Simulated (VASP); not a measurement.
**In5O: single point with PBE**

In5O:

```
CELL_PARAMETERS angstrom
4.93797 0.00000 0.00000
-2.46899 4.27641 0.00000
0.00000 0.00000 6.70305
ATOMIC_POSITIONS crystal
In 0.66667 0.33333 0.79599
In 0.00000 0.00000 0.00000
In 0.66667 0.33333 0.20401
In 0.33333 0.66667 0.20401
In 0.33333 0.66667 0.79599
O 0.00000 0.00000 0.50000
```

The cell was built from a structure type or drawn by symmetry, and may not be a known phase.

```yaml
Program: VASP 6.6.1
Task: single point
Functional: PBE
Potentials_or_basis: VASP PAW PBE potentials, release 64 (In_d, O)
Cutoff: 520 eV
k_mesh: 6 × 6 × 4
Occupations: gaussian, width 0.1 eV
Spin: collinear spin, ferromagnetic start
Starting_moments: "[0.0, 0.0, 0.0, 0.0, 0.0, 1.0] μB"
```

```json
{
 "Pressure": "8.5 GPa",
 "Largest force": "2.557 eV/Å",
 "Net moment": "0.00 μB per cell",
 "Valence electrons inside the program's atomic spheres": "In 11.47, 11.42 (each value once); O 4.70"
}
```

Forces in eV/Å, atoms in the order of the input:
```
In   0.000  0.000 -2.557
In   0.000  0.000  0.000
In   0.000  0.000  2.557
In   0.000  0.000  2.557
In   0.000  0.000 -2.557
O    0.000  0.000  0.000
```

Stress tensor (GPa, compression positive):
```
9.16 0.00 0.00
0.00 9.16 0.00
0.00 0.00 7.25
```

Levels at points of the mesh, in eV from the Fermi level:
Spin up:
```tsv
k point	band 33	band 34	band 35	band 36	band 37	band 38
(0.00, 0.00, 0.00)	-0.85	-0.85	-0.83	-0.26	0.14	0.14
(0.50, 0.00, 0.00)	-2.34	-0.87	-0.79	0.28	0.39	0.54
(0.00, 0.00, 0.50)	-1.07	-0.66	-0.66	-0.16	-0.16	0.98
(0.50, 0.00, 0.50)	-1.55	-0.97	-0.67	0.70	0.85	1.02
```
Spin down:
```
           k point  band 31  band 32  band 33  band 34  band 35  band 36  band 37  band 38  band 39  band 40
(0.00, 0.00, 0.00)    -1.25    -1.25    -0.85    -0.85    -0.83    -0.26     0.14     0.14     1.65     1.65
(0.50, 0.00, 0.00)    -3.31    -3.13    -2.34    -0.86    -0.79     0.28     0.39     0.54     2.25     4.67
(0.00, 0.00, 0.50)    -1.40    -1.07    -1.07    -0.66    -0.66    -0.16    -0.16     0.98     1.20     1.20
(0.50, 0.00, 0.50)    -3.09    -3.04    -1.55    -0.97    -0.67     0.70     0.85     1.02     2.41     3.91
```

It took 7.7 min on 1 thread of Intel Xeon 8259CL, on a shared host, peak memory 0.45 GiB.

Caveat: the cell stands under pressure; spin-orbit coupling is left out, which moves the levels of the heavy elements; forces of over 1 eV/Å act on the atoms, so gaps and moduli don't describe the material at rest.
